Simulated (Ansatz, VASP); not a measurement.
# N: VASP beside Ansatz

```
N
1.0
    -3.81655    0.00000    0.00000
    -1.90828   -3.30523    0.00000
    -2.86241   -1.65262   14.82904
N
8
Direct
  0.87725 0.87725 0.91216
  0.12725 0.12725 0.41216
  0.91441 0.91441 0.83784
  0.16441 0.16441 0.33784
  0.58559 0.58559 0.16216
  0.33559 0.33559 0.66216
  0.62275 0.62275 0.08784
  0.37275 0.37275 0.58784
```

Alike in both runs: task single point; functional PBE; dispersion D3(BJ); k mesh 7 × 7 × 2; occupations gaussian, width 0.05 eV; no spin polarisation.

|  | VASP | Ansatz |
| --- | --- | --- |
| version | VASP 6.6.1 | Ansatz 0.2.0 |
| potentials or method | VASP PAW PBE potentials, release 64 (N), cutoff 520 eV | scalar-relativistic, plane waves, PAW |
| valence electrons in the cell | 40 | 40 |

```tsv
	VASP	Ansatz	Ansatz less VASP
gap on the k mesh at the Fermi level (eV)	6.95	7.00	+0.043
least direct gap on the mesh (eV)	6.98	7.02	+0.045
pressure (GPa)	2.2	0.2	-1.97
traceless stress, the component that is largest in VASP (GPa)	4.73	0.41	-4.317
rms of the force components (eV/Å)	0.986	0.078	-0.9075
```

Atom by atom the forces differ by 1.006 eV/Å (rms over components).

Noted on VASP's run: the standard files for N, O and F lose accuracy on very short bonds.
